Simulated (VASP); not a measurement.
# SnO2 in VASP: further runs

SnO2 is run at these levels: LDA; tasks: single point.

Program: VASP 6.6.1. These are calculated values, not measurements. Logs are shortened: lines on timing, memory, paths and dates and some standing lists are left out, and cuts for length are marked.

### Step 1. The cell of the first run

The structure is tetragonal, space group P4_2/mnm (No. 136). Conventional cell: a = 4.624 Å, b = 4.624 Å, c = 3.381 Å, α = 90.00°, β = 90.00°, γ = 90.00°. Within 2.7 Å of Sn (site symmetry mmm) lie 6 O at 2.01 to 2.11 Å. Within 2.7 Å of O (site symmetry m2m) lie 3 Sn at 2.01 to 2.11 Å and 1 O at 2.51 Å.

### Step 2. Single point, LDA (uniaxial strain along c: +6.0 %, then relaxed in part)

File INCAR:

```
PREC = Accurate ; ENCUT = 520
EDIFF = 1E-6 ; ISMEAR = 0
SIGMA = 0.02 ; LREAL = F
LASPH = T ; NELM = 100
ALGO = Normal ; ISIF = 2
LWAVE = F ; LCHARG = F
NBANDS = 35
```

File KPOINTS:

```
Automatic mesh
0
Gamma
  6 6 8
```

File POSCAR:

```
SnO2
1.0
    4.6237840116      0.0000000000      0.0000000000
    0.0000000000      4.6238636659      0.0000000000
    0.0000000000      0.0000000000      3.3814205672
Sn O
2 4
Direct
    0.5000000000      0.5000000000      0.5000000000
    0.0000000000      0.0000000000      0.0000000000
    0.3080305477      0.3080319569      0.0000000000
    0.8080305477      0.1919680431      0.5000000000
    0.1919694523      0.8080319569      0.5000000000
    0.6919694523      0.6919680431      0.0000000000
```

Potentials or basis: VASP PAW LDA potentials, release 64 (Sn_d, O).

Launch:

```sh
> cat potpaw_LDA.64/Sn_d/POTCAR potpaw_LDA.64/O/POTCAR > POTCAR
> mpirun -np 1 vasp_std > vasp.out
```

OUTCAR:

```text
PREC = Accurate
   ENCUT = 520
   EDIFF = 1E-6
   ISMEAR = 0
   LREAL = F
   LASPH = T
   NELM = 100
   ISIF = 2

 ion  position               nearest neighbor table
   1  0.500  0.500  0.500-   4 2.01   5 2.01   3 2.11   6 2.11   3 2.11   6 2.11   2 3.68   2 3.68
                             2 3.68   2 3.68   2 3.68   2 3.68   2 3.68   2 3.68
   2  0.000  0.000  0.000-   3 2.01   6 2.01   5 2.11   4 2.11   4 2.11   5 2.11   1 3.68   1 3.68
                             1 3.68   1 3.68   1 3.68   1 3.68   1 3.68   1 3.68
   3  0.308  0.308  0.000-   2 2.01   1 2.11   1 2.11
   4  0.808  0.192  0.500-   1 2.01   2 2.11   2 2.11
   5  0.192  0.808  0.500-   1 2.01   2 2.11   2 2.11
   6  0.692  0.692  0.000-   2 2.01   1 2.11   1 2.11

  LATTYP: Found a simple orthorhombic cell.
 ALAT       =     3.3814205672
 B/A-ratio  =     1.3674087324
 C/A-ratio  =     1.3674322889

  Lattice vectors:

 A1 = (   0.0000000000,   0.0000000000,   3.3814205672)
 A2 = (   4.6237840116,   0.0000000000,   0.0000000000)
 A3 = (   0.0000000000,   4.6238636659,   0.0000000000)

Analysis of symmetry for initial positions (statically):
=====================================================================
 Subroutine PRICEL returns:
 Original cell was already a primitive cell.

 Routine SETGRP: Setting up the symmetry group for a
 simple orthorhombic supercell.

 Subroutine GETGRP returns: Found  8 space group operations
 (whereof  4 operations were pure point group operations)
 out of a pool of  8 trial point group operations.

The static configuration has the point symmetry C_2h.
 The point group associated with its full space group is D_2h.

Analysis of symmetry for dynamics (positions and initial velocities):
=====================================================================
 Subroutine PRICEL returns:
 Original cell was already a primitive cell.

 Routine SETGRP: Setting up the symmetry group for a
 simple orthorhombic supercell.

 Subroutine GETGRP returns: Found  8 space group operations
 (whereof  4 operations were pure point group operations)
 out of a pool of  8 trial point group operations.

The dynamic configuration has the point symmetry C_2h.
 The point group associated with its full space group is D_2h.

 Subroutine INISYM returns: Found  8 space group operations
 (whereof  4 operations are pure point group operations),
 and found     1 'primitive' translations

----------------------------------------------------------------------------------------

                                     Primitive cell

  volume of cell :      72.2939

  direct lattice vectors                    reciprocal lattice vectors
     4.623784012  0.000000000  0.000000000     0.216273078  0.000000000  0.000000000
     0.000000000  4.623863666  0.000000000     0.000000000  0.216269352  0.000000000
     0.000000000  0.000000000  3.381420567     0.000000000  0.000000000  0.295733695

  length of vectors
     4.623784012  4.623863666  3.381420567     0.216273078  0.216269352  0.295733695

  position of ions in fractional coordinates (direct lattice)
     0.500000000  0.500000000  0.500000000
     0.000000000  0.000000000  0.000000000
     0.308030548  0.308031957  0.000000000
     0.808030548  0.191968043  0.500000000
     0.191969452  0.808031957  0.500000000
     0.691969452  0.691968043  0.000000000

  ion indices of the primitive-cell ions
   primitive index   ion index
                 1           1
                 2           2
                 3           3
                 4           4
                 5           5
                 6           6

----------------------------------------------------------------------------------------

 KPOINTS: Automatic mesh

Automatic generation of k-mesh.
 Grid dimensions read from file:
 generate k-points for:    6    6    8

 Generating k-lattice:

  Cartesian coordinates                     Fractional coordinates (reciprocal lattice)
     0.036045513  0.000000000  0.000000000     0.166666667  0.000000000  0.000000000
     0.000000000  0.036044892  0.000000000     0.000000000  0.166666667  0.000000000
     0.000000000  0.000000000  0.036966712     0.000000000  0.000000000  0.125000000

  Length of vectors
     0.036045513  0.036044892  0.036966712

  Shift w.r.t. Gamma in fractional coordinates (k-lattice)
     0.000000000  0.000000000  0.000000000

 Subroutine IBZKPT returns following result:
 ===========================================

 Found     80 irreducible k-points:

 Following reciprocal coordinates:
            Coordinates               Weight
  0.000000  0.000000  0.000000      1.000000
  0.166667  0.000000  0.000000      2.000000
  0.333333  0.000000  0.000000      2.000000
  0.500000  0.000000  0.000000      1.000000
  0.000000  0.166667  0.000000      2.000000
  0.166667  0.166667  0.000000      4.000000
[... 16 lines left out ...]
  0.333333  0.166667  0.125000      8.000000
  0.500000  0.166667  0.125000      4.000000
 [... further k-points ...]
   k-points           NKPTS =     80   k-points in BZ     NKDIM =     80   number of bands    NBANDS=     35
   number of dos      NEDOS =    301   number of ions     NIONS =      6
   total plane-waves  NPLWV =  36288
   dimension x,y,z NGX =    36 NGY =   36 NGZ =   28
   dimension x,y,z NGXF=    72 NGYF=   72 NGZF=   56
   ions per type =               2   4
   NGX,Y,Z   is equivalent  to a cutoff of  12.94, 12.94, 13.77 a.u.
   NGXF,Y,Z  is equivalent  to a cutoff of  25.89, 25.89, 27.53 a.u.
 SYSTEM =  unknown system
   PREC   = accura    normal or accurate (medium, high low for compatibility)
   ISTART =      0    job   : 0-new  1-cont  2-samecut
   ICHARG =      2    charge: 1-file 2-atom 10-const
   ISPIN  =      1    spin polarized calculation?
   LNONCOLLINEAR =      F non collinear calculations
   LSORBIT =      F    spin-orbit coupling
   LASPH  =      T    aspherical Exc in radial PAW
   ENCUT  =  520.0 eV  38.22 Ry    6.18 a.u.   8.60  8.60  6.29*2*pi/ulx,y,z
   NELM   =    100;   NELMIN=  2; NELMDL= -5     # of ELM steps
   EDIFF  = 0.1E-05   stopping-criterion for ELM
   LREAL  =      F    real-space projection
   EDIFFG = 0.1E-04   stopping-criterion for IOM
   NSW    =      0    number of steps for IOM
   IBRION =     -1    ionic relax: 0-MD 1-quasi-New 2-CG
   NFREE  =      0    steps in history (QN), initial steepest desc. (CG)
   ISIF   =      2    stress and relaxation
   ISYM   =      2    0-nonsym 1-usesym 2-fastsym
   POTIM  = 0.5000    time-step for ionic-motion
   TEBEG  =    0.0;   TEEND  =   0.0 temperature during run
   PSTRESS=    0.0 pullay stress
   NELECT =      52.0000    total number of electrons
   NUPDOWN=      -1.0000    fix difference up-down
   EMIN   =  10.00;   EMAX   =-10.00  energy-range for DOS
   EFERMI =   0.00;   METHOD = LEGACY
   ISMEAR =     0;   SIGMA  =   0.02  broadening in eV -4-tet -1-fermi 0-gaus
   EFERMI_NEDOS =   21; number of points for ismear=-14 and -15
   IALGO  =     38    algorithm
   IMIX   =      4    mixing-type and parameters
     AMIX     =   0.40;   BMIX     =  1.00
     AMIX_MAG =   1.60;   BMIX_MAG =  1.00
  volume/ion in A,a.u.               =      12.05        81.31
  Fermi-wavevector in a.u.,A,eV,Ry     =   1.466815  2.771879 29.273567  2.151546
  Thomas-Fermi vector in A             =   2.582507
   LORBIT       =      0    0 simple, 1 ext, 2 COOP (PROOUT), +10 PAW based schemes
   GGA     = CA    functional components
   LHFCALC =     F    Hartree Fock is set to
   AEXX    =    0.0000 exact exchange contribution
   IVDW    =     0    specifies the selected vdW correction
   LEPSILON=     F    determine dielectric tensor
   LRPA    =     F    only Hartree local field effects (RPA)
 non-spin polarized calculation
 Gauss-broadening in eV      SIGMA  =   0.02
  energy-cutoff  :      520.00
  volume of cell :       72.29
 maximum number of plane-waves:      1965
 NGX is ok and might be reduce to    36
   NGX = 17   NGY = 17   NGZ = 13

 number of electron      52.0000002 magnetization

 Free energy of the ion-electron system (eV)
  ---------------------------------------------------
  ext. energy  EPLUGINS =         0.00000000
  ---------------------------------------------------
  free energy    TOTEN  =       -42.07627874 eV

  energy without entropy =      -42.07627874  energy(sigma->0) =      -42.07627874

 E-fermi :   5.9025     XC(G=0): -11.7766

 val. band max:        5.7332173690   @ k =   0.0000   0.0000   0.0000
 cond. band min:       6.5541721534   @ k =   0.0000   0.0000   0.0000
 fundamental gap:      0.8209547844
 Fermi energy:         5.9024763400

 k-point     1 :       0.0000    0.0000    0.0000
  band No.  band energies     occupation
      1     -15.1916      2.00000
      2     -14.3429      2.00000
      3     -14.2739      2.00000
      4     -14.2448      2.00000
      5     -14.2207      2.00000
      6     -14.2207      2.00000
[... 27 lines left out ...]
     34      18.0085      0.00000
     35      18.1870      0.00000

 k-point     2 :       0.1667    0.0000    0.0000
  band No.  band energies     occupation
      1     -15.1475      2.00000
      2     -14.4020      2.00000
      3     -14.2868      2.00000
      4     -14.2464      2.00000
      5     -14.2183      2.00000
      6     -14.2182      2.00000
[... 27 lines left out ...]
     34      18.0807      0.00000
     35      18.1219      0.00000

 k-point     3 :       0.3333    0.0000    0.0000
  band No.  band energies     occupation
      1     -15.0195      2.00000
      2     -14.5932      2.00000
      3     -14.2764      2.00000
      4     -14.2516      2.00000
      5     -14.2134      2.00000
      6     -14.2131      2.00000
[... 27 lines left out ...]
     34      18.0857      0.00000
     35      18.2344      0.00000
[... 723 lines left out ...]
 k-point    23 :       0.3333    0.1667    0.1250
  band No.  band energies     occupation
      1     -14.9775      2.00000
      2     -14.6660      2.00000
      3     -14.3151      2.00000
      4     -14.2987      2.00000
      5     -14.2086      2.00000
      6     -14.1853      2.00000
[... 27 lines left out ...]
     34      17.8802      0.00000
     35      18.1503      0.00000

 k-point    24 :       0.5000    0.1667    0.1250
  band No.  band energies     occupation
      1     -14.8359      2.00000
      2     -14.8359      2.00000
      3     -14.3094      2.00000
      4     -14.3094      2.00000
      5     -14.1931      2.00000
      6     -14.1931      2.00000
[... 27 lines left out ...]
     34      17.5136      0.00000
     35      18.1964      0.00000

 [... further k-points ...]

------------------------ aborting loop because EDIFF is reached ----------------------------------------

  FORCE on cell =-STRESS in cart. coord.  units (eV):
  Direction    XX          YY          ZZ          XY          YZ          ZX
  --------------------------------------------------------------------------------------
  -------------------------------------------------------------------------------------
  Total        0.4116609      0.4111979     -6.7296368     -0.0000000      0.0000000      0.0000000
  in kB        9.1232259      9.1129660   -149.1421698     -0.0000000      0.0000000      0.0000000
  external PRESSURE =     -43.6353260 kB  Pullay stress =       0.0000000 kB

 VOLUME and BASIS-vectors are now :
 -----------------------------------------------------------------------------
  energy-cutoff  :      520.00
  volume of cell :       72.29
      direct lattice vectors                 reciprocal lattice vectors
     4.623784012  0.000000000  0.000000000     0.216273078  0.000000000  0.000000000
     0.000000000  4.623863666  0.000000000     0.000000000  0.216269352  0.000000000
     0.000000000  0.000000000  3.381420567     0.000000000  0.000000000  0.295733695

 POSITION                                       TOTAL-FORCE (eV/Angst)
 -----------------------------------------------------------------------------------
      2.31189      2.31193      1.69071         0.000000      0.000000      0.000000
      0.00000      0.00000      0.00000         0.000000      0.000000      0.000000
      1.42427      1.42430      0.00000         0.007064      0.007061      0.000000
      3.73616      0.88763      1.69071         0.007064     -0.007061      0.000000
      0.88763      3.73623      1.69071        -0.007064      0.007061     -0.000000
      3.19952      3.19957      0.00000        -0.007064     -0.007061     -0.000000
 -----------------------------------------------------------------------------------
    total drift:                                0.000000      0.000000      0.000000

  FREE ENERGIE OF THE ION-ELECTRON SYSTEM (eV)
  ---------------------------------------------------
  free  energy   TOTEN  =       -42.0762787397 eV

  energy  without entropy=      -42.0762787397  energy(sigma->0) =      -42.07627874
```

It took 1.7 min on 1 thread of Intel Xeon Platinum 8559C (Emerald Rapids), shared host; peak memory 0.27 GiB.

Results:

```yaml
Free_energy: -42.0763 eV
Pressure: -4.4 GPa
Largest_force: 0.010 eV/Å
Band_gap_on_the_k_mesh: 0.82 eV, direct
```

Forces in eV/Å, atoms in the order of the input:
```
Sn   0.000  0.000  0.000
Sn   0.000  0.000  0.000
O    0.007  0.007  0.000
O    0.007 -0.007  0.000
O   -0.007  0.007  0.000
O   -0.007 -0.007  0.000
```

Caveat: the cell differs from its parent crystal (uniaxial strain along c: +6.0 %, then relaxed in part); spin-orbit coupling is left out, which moves the levels of the heavy elements.

### Step 3. Single point, LDA

File INCAR:

```
PREC = Accurate
ENCUT = 520
EDIFF = 1E-6
ISMEAR = 0
SIGMA = 0.02
LREAL = False
LASPH = True
NELM = 80
ALGO = Normal
ISIF = 2
LWAVE = False
LCHARG = False
GGA = CA
NBANDS = 35
```

File KPOINTS:

```
regular mesh
0
Gamma
  6 6 8
```

POSCAR is that of step 2.

Potentials or basis: VASP PAW LDA potentials, release 64 (Sn_d, O).

Launch:

```sh
> cat potpaw_LDA.64/Sn_d/POTCAR potpaw_LDA.64/O/POTCAR > POTCAR
> mpirun -np 1 vasp_std > vasp.out
```

Wall time 2 min (1 thread of Intel Xeon Platinum 8559C (Emerald Rapids), shared host); peak memory 0.27 GiB.

Results (log left out):

| Property | Result |
| --- | --- |
| Free energy | -42.0763 eV |
| Pressure | -4.4 GPa |
| Largest force | 0.010 eV/Å |
| Band gap on the k mesh | 0.82 eV, direct |

Forces on the atoms (eV/Å):
```
Sn   0.000  0.000  0.000
Sn   0.000  0.000  0.000
O    0.007  0.007  0.000
O    0.007 -0.007  0.000
O   -0.007  0.007  0.000
O   -0.007 -0.007  0.000
```

Stress tensor (GPa, compression positive):
```
  0.91   0.00   0.00
  0.00   0.91   0.00
  0.00   0.00 -14.91
```

Levels at points of the mesh, in eV from the valence-band top:
| k point | band 22 | band 23 | band 24 | band 25 | band 26 | band 27 | band 28 | band 29 | band 30 | band 31 |
| --- | --- | --- | --- | --- | --- | --- | --- | --- | --- | --- |
| (0.00, 0.00, 0.00) | -1.39 | -1.39 | -0.67 | -0.67 | 0.00 | 0.82 | 5.09 | 5.50 | 5.50 | 9.36 |
| (0.50, 0.00, 0.00) | -1.91 | -1.32 | -1.32 | -0.57 | -0.57 | 4.12 | 4.12 | 6.24 | 6.24 | 11.05 |
| (0.00, 0.50, 0.00) | -1.91 | -1.32 | -1.32 | -0.57 | -0.57 | 4.12 | 4.12 | 6.24 | 6.24 | 11.05 |
| (0.50, 0.50, 0.00) | -2.04 | -1.51 | -1.51 | -0.69 | -0.69 | 4.27 | 4.27 | 6.91 | 6.91 | 10.93 |
| (0.00, 0.00, 0.50) | -2.53 | -1.67 | -1.67 | -1.20 | -1.20 | 5.79 | 5.79 | 9.40 | 9.40 | 9.59 |
| (0.50, 0.00, 0.50) | -1.72 | -1.00 | -1.00 | -0.52 | -0.52 | 6.18 | 6.18 | 8.10 | 8.10 | 9.95 |
| (0.00, 0.50, 0.50) | -1.72 | -1.00 | -1.00 | -0.52 | -0.52 | 6.18 | 6.18 | 8.10 | 8.10 | 9.95 |
| (0.50, 0.50, 0.50) | -2.12 | -0.87 | -0.87 | -0.66 | -0.66 | 4.69 | 4.69 | 8.59 | 8.59 | 9.96 |

Caveat: spin-orbit coupling is left out, which moves the levels of the heavy elements.

### Step 4. Single point, LDA (uniaxial strain along c: +4.0 %)

File INCAR:

```
ALGO = Normal
EDIFF = 1E-7
ENCUT = 520
GGA = CA
ISIF = 2
ISMEAR = 0
LASPH = T
LCHARG = T
LELF = T
LREAL = F
LVHAR = T
LWAVE = F
NBANDS = 35
NELM = 80
PREC = Accurate
SIGMA = 0.02
```

File KPOINTS:

```
k-points
0
Gamma
  6 6 8
```

File POSCAR:

```
SnO2
1.0
    4.6740587609      0.0000000000      0.0000000000
    0.0000000000      4.6770040217      0.0000000000
    0.0000000000      0.0000000000      3.3176201792
Sn O
2 4
Direct
    0.5000000000      0.5000000000      0.5000000000
    0.0000000000      0.0000000000      0.0000000000
    0.3066618194      0.3069454243      0.0000000000
    0.8066618194      0.1930545757      0.5000000000
    0.1933381806      0.8069454243      0.5000000000
    0.6933381806      0.6930545757      0.0000000000
```

Launch:

```sh
> cat potpaw_LDA.64/Sn_d/POTCAR potpaw_LDA.64/O/POTCAR > POTCAR
> mpirun -np 1 vasp_std > vasp.out
```

It took 2.7 min on 1 thread of Intel Xeon Platinum 8559C (Emerald Rapids), shared host; peak memory 0.27 GiB.

Results (log left out):

- Free energy: -42.1893 eV
- Pressure: -4.4 GPa
- Largest force: 0.094 eV/Å
- Band gap on the k mesh: 0.84 eV, direct

Forces on the atoms (eV/Å):
```
Sn   0.000  0.000  0.000
Sn   0.000  0.000  0.000
O    0.067  0.066  0.000
O    0.067 -0.066  0.000
O   -0.067  0.066  0.000
O   -0.067 -0.066  0.000
```

Stress tensor (GPa, compression positive):
```
 -0.84   0.00   0.00
  0.00  -0.87   0.00
  0.00   0.00 -11.49
```

Levels at points of the mesh, in eV from the valence-band top:
| k point | band 23 | band 24 | band 25 | band 26 | band 27 | band 28 | band 29 | band 30 |
| --- | --- | --- | --- | --- | --- | --- | --- | --- |
| (0.00, 0.00, 0.00) | -1.37 | -0.72 | -0.72 | 0.00 | 0.84 | 5.34 | 5.66 | 5.66 |
| (0.50, 0.00, 0.00) | -1.31 | -1.31 | -0.59 | -0.59 | 4.11 | 4.11 | 6.40 | 6.40 |
| (0.00, 0.50, 0.00) | -1.31 | -1.31 | -0.59 | -0.59 | 4.11 | 4.11 | 6.40 | 6.40 |
| (0.50, 0.50, 0.00) | -1.47 | -1.47 | -0.77 | -0.77 | 4.36 | 4.36 | 6.99 | 6.99 |
| (0.00, 0.00, 0.50) | -1.68 | -1.68 | -1.23 | -1.23 | 5.79 | 5.79 | 9.52 | 9.52 |
| (0.50, 0.00, 0.50) | -1.04 | -1.04 | -0.61 | -0.61 | 6.13 | 6.13 | 7.97 | 7.97 |
| (0.00, 0.50, 0.50) | -1.04 | -1.04 | -0.61 | -0.61 | 6.13 | 6.13 | 7.97 | 7.97 |
| (0.50, 0.50, 0.50) | -0.91 | -0.91 | -0.73 | -0.73 | 4.59 | 4.59 | 8.57 | 8.57 |

Caveat: the cell differs from its parent crystal (uniaxial strain along c: +4.0 %); spin-orbit coupling is left out, which moves the levels of the heavy elements.

[end of part 1 of 2]
